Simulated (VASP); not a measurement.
# TlCl in VASP: further runs, part 2 of 2

VASP 6.6.1. The steps go on from the part before.

## (3) Single point, PBEsol

The input, INCAR:

```
SYSTEM = TlCl
  PREC = Accurate
  ENCUT = 400
  EDIFF = 1E-6
  ISMEAR = 0
  SIGMA = 0.05
  LREAL = .FALSE.
  LASPH = .TRUE.
  NELM = 120
  ALGO = Normal
  ISIF = 2
  LWAVE = .FALSE.
  LCHARG = .FALSE.
  LDIPOL = .TRUE.
  IDIPOL = 3
  DIPOL = 0.5 0.5 0.500
  GGA = PS
  NBANDS = 83
  GGA_COMPAT = .FALSE.
  NELMDL = -8
```

The input, KPOINTS:

```
Automatic mesh
0
G
  5 4 1
  0 0 0
```

The input, POSCAR:

```
TlCl
1.0
    5.3306014400      0.0000000000      0.0000000000
    0.0000000000      6.5286267750      0.0000000000
    0.0000000000      0.0000000000     24.2328725289
Tl Cl
7 7
Direct
    0.5000000000      0.6956697337      0.3183604552
    0.0000000000      0.2915387930      0.3671491279
    0.5000000000      0.0060508149      0.4403420215
    0.0000000000      0.6666670759      0.5000011243
    0.5000000000      0.3272820257      0.5596614461
    0.0000000000      0.0417861466      0.6328530041
    0.5000000000      0.6376677620      0.6816416597
    0.5000000000      0.1587949186      0.3149772432
    0.0000000000      0.8193254456      0.3723647205
    0.5000000000      0.5077836267      0.4350818788
    0.0000000000      0.1666667470      0.4999979728
    0.5000000000      0.8255493571      0.5649152570
    0.0000000000      0.5140106307      0.6276345998
    0.5000000000      0.1745402559      0.6850194889
```

Potentials or basis: VASP PAW PBE potentials, release 64 (Tl_d, Cl).

Started as:

```console
$ cat potpaw_PBE.64/Tl_d/POTCAR potpaw_PBE.64/Cl/POTCAR > POTCAR
$ mpirun -np 1 vasp_std > vasp.out
```

OUTCAR:

```text
SYSTEM = TlCl
   PREC = Accurate
   ENCUT = 400
   EDIFF = 1E-6
   ISMEAR = 0
   LREAL = .FALSE.
   LASPH = .TRUE.
   NELM = 120
   ISIF = 2
   GGA = PS
   NELMDL = -8

 ion  position               nearest neighbor table
   1  0.500  0.696  0.318-   8 3.02   9 3.08   9 3.08  10 3.08   3 3.58   2 3.93   2 3.93
   2  0.000  0.292  0.367-   8 3.07   8 3.07   9 3.09  11 3.32   3 3.70   3 3.70   1 3.93   1 3.93
                             4 4.05
   3  0.500  0.006  0.440-   8 3.20  11 3.21  11 3.21  12 3.24  10 3.26  10 3.28   9 3.36   9 3.36
                             5 3.57   1 3.58   2 3.70   2 3.70   4 3.76   4 3.76
   4  0.000  0.667  0.500-  13 3.25   9 3.25  12 3.26  12 3.26  10 3.26  10 3.26  11 3.26  11 3.26
                             3 3.76   3 3.76   5 3.76   5 3.76   6 4.05   2 4.05
   5  0.500  0.327  0.560-  14 3.20  11 3.21  11 3.21  10 3.24  12 3.26  12 3.28  13 3.36  13 3.36
                             3 3.57   7 3.58   6 3.70   6 3.70   4 3.76   4 3.76
   6  0.000  0.042  0.633-  14 3.07  14 3.07  13 3.09  11 3.32   5 3.70   5 3.70   7 3.93   7 3.93
                             4 4.05
   7  0.500  0.638  0.682-  14 3.02  13 3.08  13 3.08  12 3.08   5 3.58   6 3.93   6 3.93
   8  0.500  0.159  0.315-   1 3.02   2 3.07   2 3.07   3 3.20
   9  0.000  0.819  0.372-   1 3.08   1 3.08   2 3.09   4 3.25   3 3.36   3 3.36
  10  0.500  0.508  0.435-   1 3.08   5 3.24   3 3.26   4 3.26   4 3.26   3 3.28
  11  0.000  0.167  0.500-   3 3.21   3 3.21   5 3.21   5 3.21   4 3.26   4 3.26   2 3.32   6 3.32

  12  0.500  0.826  0.565-   7 3.08   3 3.24   5 3.26   4 3.26   4 3.26   5 3.28
  13  0.000  0.514  0.628-   7 3.08   7 3.08   6 3.09   4 3.25   5 3.36   5 3.36
  14  0.500  0.175  0.685-   7 3.02   6 3.07   6 3.07   5 3.20

  LATTYP: Found a simple orthorhombic cell.
 ALAT       =     5.3306014400
 B/A-ratio  =     1.2247448714
 C/A-ratio  =     4.5459921927

  Lattice vectors:

 A1 = (   5.3306014400,   0.0000000000,   0.0000000000)
 A2 = (   0.0000000000,   6.5286267750,   0.0000000000)
 A3 = (   0.0000000000,   0.0000000000,  24.2328725289)

Analysis of symmetry for initial positions (statically):
=====================================================================
 Subroutine PRICEL returns:
[... 178 lines left out ...]
  free energy    TOTEN  =       -44.56400966 eV

  energy without entropy =      -44.56400966  energy(sigma->0) =      -44.56400966

 E-fermi :  -1.6781     XC(G=0):  -4.7302

 val. band max:       -1.9069579636   @ k =   0.0000   0.5000   0.0000
 cond. band min:       0.4003692494   @ k =   0.0000   0.5000   0.0000
 fundamental gap:      2.3073272130
 Fermi energy:        -1.6781479968

 k-point     1 :       0.0000    0.0000    0.0000
  band No.  band energies     occupation
      1     -15.7273      2.00000
      2     -15.5400      2.00000
      3     -15.4535      2.00000
      4     -15.2822      2.00000
      5     -15.2172      2.00000
      6     -15.0101      2.00000
[... 754 lines left out ...]
     81       3.1355      0.00000
     82       3.2879      0.00000
 [bands above 82 left out]

------------------------ aborting loop because EDIFF is reached ----------------------------------------

 vacuum level on the upper side and lower side of the slab       (xc-potential included)        -0.080        -0.080

  FORCE on cell =-STRESS in cart. coord.  units (eV):
  Direction    XX          YY          ZZ          XY          YZ          ZX
  --------------------------------------------------------------------------------------
  -------------------------------------------------------------------------------------
  Total       -0.3275563     -1.3752789     -0.1254702      0.0000000      0.0823100      0.0000000
  in kB       -0.6222910     -2.6127534     -0.2383682      0.0000000      0.1563725      0.0000000
  external PRESSURE =      -1.1578042 kB  Pullay stress =       0.0000000 kB

 VOLUME and BASIS-vectors are now :
 -----------------------------------------------------------------------------
  energy-cutoff  :      400.00
  volume of cell :      843.34
      direct lattice vectors                 reciprocal lattice vectors
     5.330601440  0.000000000  0.000000000     0.187596092  0.000000000  0.000000000
     0.000000000  6.528626775  0.000000000     0.000000000  0.153171568  0.000000000
     0.000000000  0.000000000 24.232872529     0.000000000  0.000000000  0.041266259

 POSITION                                       TOTAL-FORCE (eV/Angst)
 -----------------------------------------------------------------------------------
      2.66530      4.54177      7.71479         0.000000      0.005320     -0.014339
      0.00000      1.90335      8.89708         0.000000      0.003854     -0.002282
      2.66530      0.03950     10.67075         0.000000      0.002810     -0.005405
      0.00000      4.35242     12.11646         0.000000     -0.000029     -0.000200
      2.66530      2.13670     13.56220         0.000000     -0.002791      0.004994
      0.00000      0.27281     15.33585         0.000000     -0.003816      0.002023
      2.66530      4.16309     16.51814         0.000000     -0.005341      0.014099
      2.66530      1.03671      7.63280         0.000000     -0.010221      0.003212
      0.00000      5.34907      9.02347         0.000000     -0.010348      0.001568
      2.66530      3.31513     10.54328         0.000000     -0.003662      0.011277
      0.00000      1.08810     12.11639         0.000000      0.000016      0.000228
      2.66530      5.38970     13.68952         0.000000      0.003660     -0.010865
      0.00000      3.35578     15.20939         0.000000      0.010316     -0.001341
      2.66530      1.13951     16.59999         0.000000      0.010231     -0.002971
 -----------------------------------------------------------------------------------
    total drift:                                0.000000     -0.000002     -0.000006

  FREE ENERGIE OF THE ION-ELECTRON SYSTEM (eV)
  ---------------------------------------------------
  free  energy   TOTEN  =       -44.5640096585 eV

  energy  without entropy=      -44.5640096585  energy(sigma->0) =      -44.56400966

 vacuum level on the upper side and lower side of the slab         3.813         3.814
```

stdout:

```text
POSCAR found type information on POSCAR TlCl
 POSCAR found :  2 types and      14 ions
 scaLAPACK will be used
 -----------------------------------------------------------------------------
|                                                                             |
|                                                                             |
|     You enforced a specific xc type in the INCAR file but a different       |
|     I HOPE YOU KNOW WHAT YOU ARE DOING!                                     |
|                                                                             |
 -----------------------------------------------------------------------------

 LDA part: xc-table for (Slater+PW92), standard interpolation
 POSCAR, INCAR and KPOINTS ok, starting setup
 FFT: planning ... GRIDC
 FFT: planning ... GRID_SOFT
 FFT: planning ... GRID
 WAVECAR not read
 entering main loop
```

Run time: 15 min. Hardware: 1 thread of Intel Xeon Platinum 8259CL at 2.50GHz (Skylake/Cascade Lake), shared host; peak memory 0.72 GiB.

Results:

```yaml
Free_energy: -44.5640 eV
Largest_force: 0.015 eV/Å
Band_gap_on_the_k_mesh: 2.31 eV
```

Forces in eV/Å, atoms in the order of the input:
```
Tl   0.000  0.005 -0.014
Tl   0.000  0.004 -0.002
Tl   0.000  0.003 -0.005
Tl   0.000  0.000  0.000
Tl   0.000 -0.003  0.005
Tl   0.000 -0.004  0.002
Tl   0.000 -0.005  0.014
Cl   0.000 -0.010  0.003
Cl   0.000 -0.010  0.002
Cl   0.000 -0.004  0.011
Cl   0.000  0.000  0.000
Cl   0.000  0.004 -0.011
Cl   0.000  0.010 -0.001
Cl   0.000  0.010 -0.003
```

Caveat: the PAW data sets were made with another functional, which shifts forces and pressure a little; spin-orbit coupling is left out, which moves the levels of the heavy elements.

## (4) Single point, PBEsol

This run uses another cell than the first one.

The input, INCAR:

```
SYSTEM = TlCl
PREC = Accurate ; ENCUT = 400
EDIFF = 1E-6 ; ISMEAR = 0
SIGMA = 0.05 ; LREAL = .False.
LASPH = .True. ; NELM = 120
ALGO = Normal ; ISIF = 2
LWAVE = .False. ; LCHARG = .False.
LDIPOL = .True. ; IDIPOL = 3
DIPOL = 0.5 0.5 0.500 ; GGA = PS
NBANDS = 83 ; GGA_COMPAT = .False.
NELMDL = -8
```

The input, KPOINTS:

```
regular mesh
0
Gamma
  5 4 1
  0 0 0
```

The input, POSCAR:

```
TlCl
1.0
    5.3306014400      0.0000000000      0.0000000000
    0.0000000000      6.5286267750      0.0000000000
    0.0000000000      0.0000000000     31.2328725289
Tl Cl
7 7
Direct
    0.5000000000      0.6666666667      0.3521930296
    0.0000000000      0.3333333333      0.4014620198
    0.5000000000      0.0000000000      0.4507310099
    0.0000000000      0.6666666667      0.5000000000
    0.5000000000      0.3333333333      0.5492689901
    0.0000000000      0.0000000000      0.5985379802
    0.5000000000      0.6666666667      0.6478069704
    0.5000000000      0.1666666667      0.3521930296
    0.0000000000      0.8333333333      0.4014620198
    0.5000000000      0.5000000000      0.4507310099
    0.0000000000      0.1666666667      0.5000000000
    0.5000000000      0.8333333333      0.5492689901
    0.0000000000      0.5000000000      0.5985379802
    0.5000000000      0.1666666667      0.6478069704
```

Started as:

```console
$ cat potpaw_PBE.64/Tl_d/POTCAR potpaw_PBE.64/Cl/POTCAR > POTCAR
$ mpirun -np 1 vasp_std > vasp.out
```

Run time: 36 min. Hardware: 1 thread of Intel Xeon 8259CL, shared host; peak memory 0.92 GiB.

Results (log left out):

| Property | Result |
| --- | --- |
| Free energy | -44.2958 eV |
| Largest force | 0.363 eV/Å |
| Band gap on the k mesh | 2.25 eV |

Forces on the atoms (eV/Å):
```
Tl   0.000  0.220  0.289
Tl   0.000 -0.285 -0.080
Tl   0.000  0.050 -0.111
Tl   0.000  0.000  0.000
Tl   0.000 -0.050  0.111
Tl   0.000  0.285  0.080
Tl   0.000 -0.220 -0.289
Cl   0.000  0.103  0.182
Cl   0.000 -0.174 -0.136
Cl   0.000  0.065 -0.142
Cl   0.000  0.000  0.000
Cl   0.000 -0.065  0.142
Cl   0.000  0.174  0.136
Cl   0.000 -0.103 -0.182
```

Levels at points of the mesh, in eV from the valence-band top:
```
           k point  band 67  band 68  band 69  band 70  band 71  band 72  band 73  band 74
(0.00, 0.00, 0.00)    -0.94    -0.81    -0.45    -0.40     3.53     3.66     3.80     3.89
(0.00, 0.50, 0.00)    -0.30    -0.15    -0.14    -0.01     2.39     2.84     2.84     2.99
```

Caveat: the PAW data sets were made with another functional, which shifts forces and pressure a little; spin-orbit coupling is left out, which moves the levels of the heavy elements.

## (5) Summary

| cell | smearing | gap on the mesh (eV) | largest force (eV/Å) |
| --- | --- | --- | --- |
| a = 5.331, b = 6.529, c = 24.233 Å, 14 atoms, atomic positions A | gaussian 0.5 eV | 2.25 | 0.36 |
| a = 5.331, b = 6.529, c = 24.233 Å, 14 atoms, atomic positions B | gaussian 0.05 eV | 2.31 | 0.02 |
| a = 5.331, b = 6.529, c = 31.233 Å, 14 atoms, atomic positions A | gaussian 0.05 eV | 2.25 | 0.36 |

Alike in all rows: task single point; level PBEsol; potentials or basis VASP PAW PBE potentials, release 64 (Tl_d, Cl); no spin polarisation; k mesh 5 × 4 × 1; cutoff (eV) 400.

Caveats: the PAW data sets were made with another functional, which shifts forces and pressure a little; spin-orbit coupling is left out, which moves the levels of the heavy elements.

Total energies depend on the potentials used, so only differences within one code and one set of settings carry meaning.
